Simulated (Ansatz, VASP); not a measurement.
Ti2Cl in VASP and in Ansatz

```
Ti Cl
1.0
     2.98621    0.00000    0.00000
     0.00000    2.98621    0.00000
     0.00000    0.00000    5.60865
Ti Cl
2 1
Direct
  0.50000 0.50000 0.27317
  0.50000 0.50000 0.72683
  0.00000 0.00000 0.00000
```

Change from the starting cell: species swapped into the Ga2Cu type (P4/mmm, No. 123).

Alike in both runs: task relaxation of cell and atoms; functional PBE; k mesh 16 × 16 × 8; occupations gaussian, width 0.1 eV; no spin polarisation.

```csv
,VASP,Ansatz
version,VASP 6.6.1,Ansatz 0.2.0
potentials or method,"VASP PAW PBE potentials, release 64 (Ti_sv, Cl), cutoff 600 eV","scalar-relativistic, plane waves, PAW"
valence electrons in the cell,31,31
```

```csv
,VASP,Ansatz,Ansatz less VASP
"gap on the k mesh at the Fermi level, each at its own relaxed structure (eV)",none,none,-
relaxed volume (Å³/atom),16.76,16.72,-0.035
relaxed length of the cell vector where the two differ most in proportion (Å),5.581,5.576,-0.0047
```

A gap of «none» marks a metal or a gap that the smearing closes.
